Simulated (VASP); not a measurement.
# Mn (Im-3m) in VASP: single point with PBE

Aim: the single point of Mn with PBE.

Program: VASP 6.6.1. These are calculated values, not measurements. Logs are shortened: lines on timing, memory, paths and dates and some standing lists are left out, and cuts for length are marked.

### Step 1. The cell of the first run

It takes space group Im-3m (No. 229, cubic). Conventional cell: a = 2.787 Å, b = 2.787 Å, c = 2.787 Å, α = 90.00°, β = 90.00°, γ = 90.00°. Mn (site symmetry m-3m) has 14 Mn at 2.41 to 2.79 Å within 3.2 Å.

This isn't the form of Mn at room conditions, which is a 58-atom cubic cell.

### Step 2. Single point, PBE, collinear spin, ferromagnetic start

INCAR reads:

```
SYSTEM = Mn
PREC     = Accurate       ! precision mode
ENCUT    = 680            ! plane-wave cutoff, eV
EDIFF    = 1E-6           ! SCF threshold, eV
ISMEAR   = 0              ! smearing method
SIGMA    = 0.1            ! smearing width, eV
LREAL    = .FALSE.        ! projectors in reciprocal space
LASPH    = .TRUE.         ! aspherical terms in the spheres
NELM     = 200            ! most SCF steps
ALGO     = Normal         ! electronic algorithm
ISIF     = 2              ! what is computed and relaxed
LWAVE    = .FALSE.        ! write WAVECAR
LCHARG   = .FALSE.        ! write CHGCAR
ISPIN    = 2              ! spin polarisation
MAGMOM   = 2              ! initial moments
LORBIT   = 11             ! projections on sites
LMAXMIX  = 4              ! l up to which the mixer works
GGA      = PE             ! functional
NBANDS   = 18             ! bands
GGA_COMPAT= .FALSE.
```

KPOINTS reads:

```
Automatic mesh
0
G
  2 2 2
  0 0 0
```

POSCAR reads:

```
Mn
1.0
   -1.3932737400      1.3932737400      1.3932737400
    1.3932737400     -1.3932737400      1.3932737400
    1.3932737400      1.3932737400     -1.3932737400
Mn
1
Direct
    0.0000000000      0.0000000000      0.0000000000
```

Potentials or basis: VASP PAW PBE potentials, release 64 (Mn_sv).

The run is started by

```sh
cat potpaw_PBE.64/Mn_sv/POTCAR > POTCAR
mpirun -np 1 vasp_std > vasp.out
```

OUTCAR:

```text
SYSTEM = Mn
   PREC = Accurate
   ENCUT = 680
   EDIFF = 1E-6
   ISMEAR = 0
   LREAL = .FALSE.
   LASPH = .TRUE.
   NELM = 200
   ISIF = 2
   ISPIN = 2
   LORBIT = 11
   GGA = PE

 ion  position               nearest neighbor table
   1  0.000  0.000  0.000-

  LATTYP: Found a body centered cubic cell.
 ALAT       =     2.7865474800

  Lattice vectors:

 A1 = (  -1.3932737400,   1.3932737400,   1.3932737400)
 A2 = (   1.3932737400,  -1.3932737400,   1.3932737400)
 A3 = (   1.3932737400,   1.3932737400,  -1.3932737400)

Analysis of symmetry for initial positions (statically):
=====================================================================
 Subroutine PRICEL returns:
 Original cell was already a primitive cell.

 Routine SETGRP: Setting up the symmetry group for a
 body centered cubic supercell.

 Subroutine GETGRP returns: Found 48 space group operations
 (whereof 48 operations were pure point group operations)
 out of a pool of 48 trial point group operations.

The static configuration has the point symmetry O_h .

Analysis of symmetry for dynamics (positions and initial velocities):
=====================================================================
 Subroutine PRICEL returns:
 Original cell was already a primitive cell.

 Routine SETGRP: Setting up the symmetry group for a
 body centered cubic supercell.

 Subroutine GETGRP returns: Found 48 space group operations
 (whereof 48 operations were pure point group operations)
 out of a pool of 48 trial point group operations.

The dynamic configuration has the point symmetry O_h .

Analysis of structural, dynamic, and magnetic symmetry:
=====================================================================
 Subroutine PRICEL returns:
 Original cell was already a primitive cell.

 Routine SETGRP: Setting up the symmetry group for a
 body centered cubic supercell.

 Subroutine GETGRP returns: Found 48 space group operations
 (whereof 48 operations were pure point group operations)
 out of a pool of 48 trial point group operations.

The overall configuration has the point symmetry O_h .

 Subroutine INISYM returns: Found 48 space group operations
 (whereof 48 operations are pure point group operations),
 and found     1 'primitive' translations

----------------------------------------------------------------------------------------

                                     Primitive cell

  volume of cell :      10.8186

[... 80 lines left out ...]
   EFERMI_NEDOS =   21; number of points for ismear=-14 and -15
   IALGO  =     38    algorithm
   IMIX   =      4    mixing-type and parameters
     AMIX     =   0.40;   BMIX     =  1.00
     AMIX_MAG =   1.60;   BMIX_MAG =  1.00
  volume/ion in A,a.u.               =      10.82        73.01
  Fermi-wavevector in a.u.,A,eV,Ry     =   1.825501  3.449697 45.340800  3.332455
  Thomas-Fermi vector in A             =   2.881011
   LORBIT       =     11    0 simple, 1 ext, 2 COOP (PROOUT), +10 PAW based schemes
   GGA     = PE    functional components
   LHFCALC =     F    Hartree Fock is set to
   AEXX    =    0.0000 exact exchange contribution
   IVDW    =     0    specifies the selected vdW correction
   LEPSILON=     F    determine dielectric tensor
   LRPA    =     F    only Hartree local field effects (RPA)
 spin polarized calculation
 Gauss-broadening in eV      SIGMA  =   0.10
  energy-cutoff  :      680.00
  volume of cell :       10.82
 maximum number of plane-waves:       466
 NGX is ok and might be reduce to    24
   NGX = 11   NGY = 11   NGZ = 11

 number of electron      14.9999999 magnetization       2.4993302

 Free energy of the ion-electron system (eV)
  ---------------------------------------------------
  ext. energy  EPLUGINS =         0.00000000
  ---------------------------------------------------
  free energy    TOTEN  =        -8.12573371 eV

  energy without entropy =       -8.12573371  energy(sigma->0) =       -8.12573371

 E-fermi :  14.8492     XC(G=0): -13.9444

 val. band max:       13.9967527987   @ k =   0.5000   0.0000   0.0000
 cond. band min:      15.6738232387   @ k =   0.5000   0.5000   0.5000
 fundamental gap:      1.6770704400
 Fermi energy:        14.8492381351

 spin component 1

 k-point     1 :       0.0000    0.0000    0.0000
  band No.  band energies     occupation
      1     -65.8411      1.00000
      2     -34.1301      1.00000
      3     -34.1301      1.00000
      4     -34.1301      1.00000
      5       4.7530      1.00000
      6      12.4555      1.00000
[... 39 lines left out ...]
      4     -34.6570      1.00000
      5       8.5453      1.00000
      6       8.5454      1.00000
[... 10 lines left out ...]
     17      62.4654      0.00000
     18      62.4654      0.00000
 Fermi energy:        14.8492381351

 spin component 2

 k-point     1 :       0.0000    0.0000    0.0000
  band No.  band energies     occupation
      1     -63.8050      1.00000
      2     -32.1267      1.00000
      3     -32.1267      1.00000
      4     -32.1267      1.00000
      5       6.5615      1.00000
      6      13.6377      1.00000
[... 40 lines left out ...]
      5      11.1200      1.00000
      6      11.1201      1.00000
[... 10 lines left out ...]
     17      64.7661      0.00000
     18      64.7698      0.00000

------------------------ aborting loop because EDIFF is reached ----------------------------------------

  FORCE on cell =-STRESS in cart. coord.  units (eV):
  Direction    XX          YY          ZZ          XY          YZ          ZX
  --------------------------------------------------------------------------------------
  -------------------------------------------------------------------------------------
  Total        1.6281374      1.6281374      1.6281374      0.0000000      0.0000000     -0.0000000
  in kB      241.1194754    241.1194754    241.1194754      0.0000000      0.0000000     -0.0000000
  external PRESSURE =     241.1194754 kB  Pullay stress =       0.0000000 kB

 VOLUME and BASIS-vectors are now :
 -----------------------------------------------------------------------------
  energy-cutoff  :      680.00
  volume of cell :       10.82
      direct lattice vectors                 reciprocal lattice vectors
    -1.393273740  1.393273740  1.393273740     0.000000000  0.358867024  0.358867024
     1.393273740 -1.393273740  1.393273740     0.358867024  0.000000000  0.358867024
     1.393273740  1.393273740 -1.393273740     0.358867024  0.358867024  0.000000000

 POSITION                                       TOTAL-FORCE (eV/Angst)
 -----------------------------------------------------------------------------------
      0.00000      0.00000      0.00000        -0.000000      0.000000      0.000000
 -----------------------------------------------------------------------------------
    total drift:                                0.000000      0.000000     -0.000000

  FREE ENERGIE OF THE ION-ELECTRON SYSTEM (eV)
  ---------------------------------------------------
  free  energy   TOTEN  =        -8.1257337133 eV

  energy  without entropy=       -8.1257337133  energy(sigma->0) =       -8.12573371

 total charge

# of ion       s       p       d       tot
------------------------------------------
    1        2.227   6.087   4.784  13.098

 magnetization (x)

# of ion       s       p       d       tot
------------------------------------------
    1        0.004   0.166   1.638   1.809
```

stdout:

```text
POSCAR found type information on POSCAR Mn
 POSCAR found :  1 types and       1 ions
 scaLAPACK will be used
 LDA part: xc-table for (Slater+PW92), standard interpolation
 POSCAR, INCAR and KPOINTS ok, starting setup
 FFT: planning ... GRIDC
 FFT: planning ... GRID_SOFT
 FFT: planning ... GRID
 WAVECAR not read
 entering main loop
```

Run time: 11 s. Hardware: 1 thread of Intel Xeon Platinum 8259CL at 2.50GHz (Skylake/Cascade Lake), shared host; peak memory 0.14 GiB.

Results:

| Item | Value |
| --- | --- |
| Free energy | -8.1257 eV |
| Pressure | 24.1 GPa |
| Net moment | 2.50 μB per cell |
| Site moments | Mn +1.81 μB |
| Valence electrons inside the program's atomic spheres | Mn 13.10 |

Caveat: the k points lie up to 1.59 Å⁻¹ apart, too coarse for converged energies, forces and pressures.
